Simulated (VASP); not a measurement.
# ZrCd (P4/nmm) in VASP: further runs

ZrCd is run at these levels: LDA; tasks: single point, relaxation of volume and atoms at fixed shape.

All numbers are computed with VASP 6.6.1; they aren't measurements. Logs are shortened: lines on timing, memory, paths and dates and some standing lists are left out, and cuts for length are marked.

### 1 The cell of the first run

It takes space group P4/nmm (No. 129, tetragonal). Conventional cell: a = 3.029 Å, b = 3.029 Å, c = 8.858 Å, α = 90.00°, β = 90.00°, γ = 90.00°. Zr (site symmetry 4mm) has 8 Zr at 3.03 to 3.13 Å and 4 Cd at 3.11 Å within 4.0 Å. Within 3.9 Å of Cd (site symmetry 4mm) lie 8 Cd at 2.98 to 3.03 Å and 4 Zr at 3.11 Å.

### 2 Single point, LDA

INCAR

```
SYSTEM = ZrCd
ALGO = Normal ; EDIFF = 1E-6
ENCUT = 520 ; GGA = CA
ISIF = 2 ; ISMEAR = -1
LASPH = .True. ; LCHARG = .False.
LREAL = .False. ; LWAVE = .False.
NBANDS = 32 ; NELM = 60
PREC = Accurate ; SIGMA = 0.1
```

KPOINTS

```
k-points
0
Gamma
  8 8 3
  0 0 0
```

POSCAR

```
ZrCd
1.0
    3.0291923103      0.0000000000      0.0000000000
    0.0000000000      3.0291923103      0.0000000000
    0.0000000000      0.0000000000      8.8579385042
Zr Cd
2 2
Direct
    0.0000000000      0.5000000000      0.8711752519
    0.5000000000      0.0000000000      0.1288247481
    0.0000000000      0.5000000000      0.3827658244
    0.5000000000      0.0000000000      0.6172341756
```

Potentials or basis: VASP PAW LDA potentials, release 64 (Zr_sv, Cd).

Launch:

```sh
> cat potpaw_LDA.64/Zr_sv/POTCAR potpaw_LDA.64/Cd/POTCAR > POTCAR
> mpirun -np 1 vasp_std > vasp.out
```

OUTCAR:

```text
SYSTEM = ZrCd
   EDIFF = 1E-6
   ENCUT = 520
   GGA = CA
   ISIF = 2
   ISMEAR = -1
   LASPH = .True.
   LREAL = .False.
   NELM = 60
   PREC = Accurate

 ion  position               nearest neighbor table
   1  0.000  0.500  0.871-   4 3.11   4 3.11   4 3.11   4 3.11   2 3.13   2 3.13   2 3.13   2 3.13

   2  0.500  0.000  0.129-   3 3.11   3 3.11   3 3.11   3 3.11   1 3.13   1 3.13   1 3.13   1 3.13

   3  0.000  0.500  0.383-   4 2.98   4 2.98   4 2.98   4 2.98   2 3.11   2 3.11   2 3.11   2 3.11

   4  0.500  0.000  0.617-   3 2.98   3 2.98   3 2.98   3 2.98   1 3.11   1 3.11   1 3.11   1 3.11

  LATTYP: Found a simple tetragonal cell.
 ALAT       =     3.0291923103
 C/A-ratio  =     2.9241915325

  Lattice vectors:

 A1 = (   3.0291923103,   0.0000000000,   0.0000000000)
 A2 = (   0.0000000000,   3.0291923103,   0.0000000000)
 A3 = (   0.0000000000,   0.0000000000,   8.8579385042)

Analysis of symmetry for initial positions (statically):
=====================================================================
 Subroutine PRICEL returns:
 Original cell was already a primitive cell.

 Routine SETGRP: Setting up the symmetry group for a
 simple tetragonal supercell.

 Subroutine GETGRP returns: Found 16 space group operations
 (whereof  8 operations were pure point group operations)
 out of a pool of 16 trial point group operations.

The static configuration has the point symmetry D_2d.
 The point group associated with its full space group is D_4h.

Analysis of symmetry for dynamics (positions and initial velocities):
=====================================================================
 Subroutine PRICEL returns:
 Original cell was already a primitive cell.

 Routine SETGRP: Setting up the symmetry group for a
 simple tetragonal supercell.

 Subroutine GETGRP returns: Found 16 space group operations
 (whereof  8 operations were pure point group operations)
 out of a pool of 16 trial point group operations.

The dynamic configuration has the point symmetry D_2d.
 The point group associated with its full space group is D_4h.

 Subroutine INISYM returns: Found 16 space group operations
 (whereof  8 operations are pure point group operations),
 and found     1 'primitive' translations

----------------------------------------------------------------------------------------

                                     Primitive cell

  volume of cell :      81.2805

  direct lattice vectors                    reciprocal lattice vectors
     3.029192310  0.000000000  0.000000000     0.330121002  0.000000000  0.000000000
     0.000000000  3.029192310  0.000000000     0.000000000  0.330121002  0.000000000
     0.000000000  0.000000000  8.857938504     0.000000000  0.000000000  0.112893084

  length of vectors
     3.029192310  3.029192310  8.857938504     0.330121002  0.330121002  0.112893084

  position of ions in fractional coordinates (direct lattice)
     0.000000000  0.500000000  0.871175252
     0.500000000  0.000000000  0.128824748
     0.000000000  0.500000000  0.382765824
     0.500000000  0.000000000  0.617234176

  ion indices of the primitive-cell ions
   primitive index   ion index
                 1           1
                 2           2
                 3           3
                 4           4

----------------------------------------------------------------------------------------

 KPOINTS: k-points

Automatic generation of k-mesh.
 Grid dimensions read from file:
 generate k-points for:    8    8    3

 Generating k-lattice:

  Cartesian coordinates                     Fractional coordinates (reciprocal lattice)
     0.041265125  0.000000000  0.000000000     0.125000000  0.000000000  0.000000000
     0.000000000  0.041265125  0.000000000     0.000000000  0.125000000  0.000000000
     0.000000000  0.000000000  0.037631028     0.000000000  0.000000000  0.333333333

  Length of vectors
     0.041265125  0.041265125  0.037631028

  Shift w.r.t. Gamma in fractional coordinates (k-lattice)
     0.000000000  0.000000000  0.000000000

 Subroutine IBZKPT returns following result:
 ===========================================

 Found     30 irreducible k-points:

 Following reciprocal coordinates:
            Coordinates               Weight
  0.000000  0.000000  0.000000      1.000000
  0.125000  0.000000  0.000000      4.000000
  0.250000  0.000000  0.000000      4.000000
  0.375000  0.000000  0.000000      4.000000
  0.500000  0.000000  0.000000      2.000000
  0.125000  0.125000  0.000000      4.000000
[... 16 lines left out ...]
  0.375000  0.125000  0.333333     16.000000
  0.500000  0.125000  0.333333      8.000000
 [... further k-points ...]
   k-points           NKPTS =     30   k-points in BZ     NKDIM =     30   number of bands    NBANDS=     32
   number of dos      NEDOS =    301   number of ions     NIONS =      4
   total plane-waves  NPLWV =  40320
   dimension x,y,z NGX =    24 NGY =   24 NGZ =   70
   dimension x,y,z NGXF=    48 NGYF=   48 NGZF=  140
   ions per type =               2   2
   NGX,Y,Z   is equivalent  to a cutoff of  13.17, 13.17, 13.14 a.u.
   NGXF,Y,Z  is equivalent  to a cutoff of  26.34, 26.34, 26.28 a.u.
 SYSTEM =  ZrCd
   PREC   = accura    normal or accurate (medium, high low for compatibility)
   ISTART =      0    job   : 0-new  1-cont  2-samecut
   ICHARG =      2    charge: 1-file 2-atom 10-const
   ISPIN  =      1    spin polarized calculation?
   LNONCOLLINEAR =      F non collinear calculations
   LSORBIT =      F    spin-orbit coupling
   LASPH  =      T    aspherical Exc in radial PAW
   ENCUT  =  520.0 eV  38.22 Ry    6.18 a.u.   5.63  5.63 16.47*2*pi/ulx,y,z
   NELM   =     60;   NELMIN=  2; NELMDL= -5     # of ELM steps
   EDIFF  = 0.1E-05   stopping-criterion for ELM
   LREAL  =      F    real-space projection
   EDIFFG = 0.1E-04   stopping-criterion for IOM
   NSW    =      0    number of steps for IOM
   IBRION =     -1    ionic relax: 0-MD 1-quasi-New 2-CG
   NFREE  =      0    steps in history (QN), initial steepest desc. (CG)
   ISIF   =      2    stress and relaxation
   ISYM   =      2    0-nonsym 1-usesym 2-fastsym
   POTIM  = 0.5000    time-step for ionic-motion
   TEBEG  =    0.0;   TEEND  =   0.0 temperature during run
   PSTRESS=    0.0 pullay stress
   NELECT =      48.0000    total number of electrons
   NUPDOWN=      -1.0000    fix difference up-down
   EMIN   =  10.00;   EMAX   =-10.00  energy-range for DOS
   EFERMI =   0.00;   METHOD = LEGACY
   ISMEAR =    -1;   SIGMA  =   0.10  broadening in eV -4-tet -1-fermi 0-gaus
   EFERMI_NEDOS =   21; number of points for ismear=-14 and -15
   IALGO  =     38    algorithm
   IMIX   =      4    mixing-type and parameters
     AMIX     =   0.40;   BMIX     =  1.00
     AMIX_MAG =   1.60;   BMIX_MAG =  1.00
  volume/ion in A,a.u.               =      20.32       137.13
  Fermi-wavevector in a.u.,A,eV,Ry     =   1.373493  2.595525 25.667161  1.886483
  Thomas-Fermi vector in A             =   2.499005
   LORBIT       =      0    0 simple, 1 ext, 2 COOP (PROOUT), +10 PAW based schemes
   GGA     = CA    functional components
   LHFCALC =     F    Hartree Fock is set to
   AEXX    =    0.0000 exact exchange contribution
   IVDW    =     0    specifies the selected vdW correction
   LEPSILON=     F    determine dielectric tensor
   LRPA    =     F    only Hartree local field effects (RPA)
 non-spin polarized calculation
  energy-cutoff  :      520.00
  volume of cell :       81.28
 maximum number of plane-waves:      2204
 NGX is ok and might be reduce to    24
   NGX = 11   NGY = 11   NGZ = 33

 number of electron      47.9999998 magnetization

 Free energy of the ion-electron system (eV)
  ---------------------------------------------------
  ext. energy  EPLUGINS =         0.00000000
  ---------------------------------------------------
  free energy    TOTEN  =       -22.30604246 eV

  energy without entropy =      -22.21147855  energy(sigma->0) =      -22.25876050

 E-fermi :   6.5953     XC(G=0): -11.8395

 val. band max:        6.5815711740   @ k =   0.5000   0.3750   0.0000
 cond. band min:       6.6769461004   @ k =   0.1250   0.1250   0.3333
 fundamental gap:      0.0953749264
 Fermi energy:         6.5953373509

 k-point     1 :       0.0000    0.0000    0.0000
  band No.  band energies     occupation
      1     -41.7366      2.00000
      2     -41.6118      2.00000
      3     -20.2284      2.00000
      4     -19.6268      2.00000
      5     -19.5236      2.00000
      6     -19.5236      2.00000
[... 24 lines left out ...]
     31      11.2011      0.00000
     32      11.9966      0.00000

 k-point     2 :       0.1250    0.0000    0.0000
  band No.  band energies     occupation
      1     -41.7185      2.00000
      2     -41.6028      2.00000
      3     -20.2030      2.00000
      4     -19.7407      2.00000
      5     -19.5424      2.00000
      6     -19.5049      2.00000
[... 24 lines left out ...]
     31      11.4211      0.00000
     32      11.5663      0.00000

 k-point     3 :       0.2500    0.0000    0.0000
  band No.  band energies     occupation
      1     -41.6722      2.00000
      2     -41.5831      2.00000
      3     -20.1719      2.00000
      4     -20.0284      2.00000
      5     -19.7282      2.00000
      6     -19.5724      2.00000
[... 24 lines left out ...]
     31      10.5983      0.00000
     32      11.4710      0.00000

 k-point     4 :       0.3750    0.0000    0.0000
  band No.  band energies     occupation
      1     -41.6186      2.00000
      2     -41.5700      2.00000
      3     -20.3006      2.00000
      4     -20.2905      2.00000
      5     -19.8037      2.00000
      6     -19.6288      2.00000
[... 654 lines left out ...]
     31      10.6191      0.00000
     32      11.1958      0.00000

 k-point    23 :       0.3750    0.1250    0.3333
  band No.  band energies     occupation
      1     -41.6036      2.00000
      2     -41.5586      2.00000
      3     -20.2734      2.00000
      4     -20.2653      2.00000
      5     -19.7980      2.00000
      6     -19.6545      2.00000
[... 24 lines left out ...]
     31      11.0348      0.00000
     32      11.3173      0.00000

 k-point    24 :       0.5000    0.1250    0.3333
  band No.  band energies     occupation
      1     -41.5673      2.00000
      2     -41.5673      2.00000
      3     -20.3732      2.00000
      4     -20.3732      2.00000
      5     -19.7172      2.00000
      6     -19.7172      2.00000
[... 24 lines left out ...]
     31      11.5901      0.00000
     32      11.5901      0.00000

 [... further k-points ...]

------------------------ aborting loop because EDIFF is reached ----------------------------------------

  FORCE on cell =-STRESS in cart. coord.  units (eV):
  Direction    XX          YY          ZZ          XY          YZ          ZX
  --------------------------------------------------------------------------------------
  -------------------------------------------------------------------------------------
  Total        0.4971208      0.4971208     -0.2299480      0.0000000      0.0000000     -0.0000000
  in kB        9.7990992      9.7990992     -4.5326676      0.0000000      0.0000000     -0.0000000
  external PRESSURE =       5.0218436 kB  Pullay stress =       0.0000000 kB

 VOLUME and BASIS-vectors are now :
 -----------------------------------------------------------------------------
  energy-cutoff  :      520.00
  volume of cell :       81.28
      direct lattice vectors                 reciprocal lattice vectors
     3.029192310  0.000000000  0.000000000     0.330121002  0.000000000  0.000000000
     0.000000000  3.029192310  0.000000000     0.000000000  0.330121002  0.000000000
     0.000000000  0.000000000  8.857938504     0.000000000  0.000000000  0.112893084

 POSITION                                       TOTAL-FORCE (eV/Angst)
 -----------------------------------------------------------------------------------
      0.00000      1.51460      7.71682         0.000000      0.000000      0.017915
      1.51460      0.00000      1.14112         0.000000     -0.000000     -0.017915
      0.00000      1.51460      3.39052         0.000000     -0.000000     -0.014090
      1.51460      0.00000      5.46742        -0.000000     -0.000000      0.014090
 -----------------------------------------------------------------------------------
    total drift:                                0.000000      0.000000     -0.000000

  FREE ENERGIE OF THE ION-ELECTRON SYSTEM (eV)
  ---------------------------------------------------
  free  energy   TOTEN  =       -22.3060424555 eV

  energy  without entropy=      -22.2114785531  energy(sigma->0) =      -22.25876050
```

It took 2.2 min on 1 thread of Intel Xeon 8259CL, shared host; peak memory 0.2 GiB.

What came out:

```yaml
Free_energy: -22.3060 eV
Pressure: 0.5 GPa
Largest_force: 0.018 eV/Å
Band_gap_on_the_k_mesh: zero (bands 24 and 25 overlap by 1.27 eV)
```

Forces on the atoms (eV/Å):
```
Zr   0.000  0.000  0.018
Zr   0.000  0.000 -0.018
Cd   0.000  0.000 -0.014
Cd   0.000  0.000  0.014
```

Levels at points of the mesh, in eV from the Fermi level:
```
           k point  band 21  band 22  band 23  band 24  band 25  band 26  band 27  band 28
(0.00, 0.00, 0.00)    -4.31    -2.08    -1.80    -0.40     0.92     1.87     2.10     2.10
(0.50, 0.00, 0.00)    -2.72    -2.72    -0.57    -0.57     0.39     0.39     1.93     1.93
(0.50, 0.50, 0.00)    -1.91    -1.91     0.93     0.93     0.95     0.95     2.50     2.50
```

(Part 1 of 2 ends here.)

The gap in the log of VASP goes by the Fermi energy; the results here count the filled bands.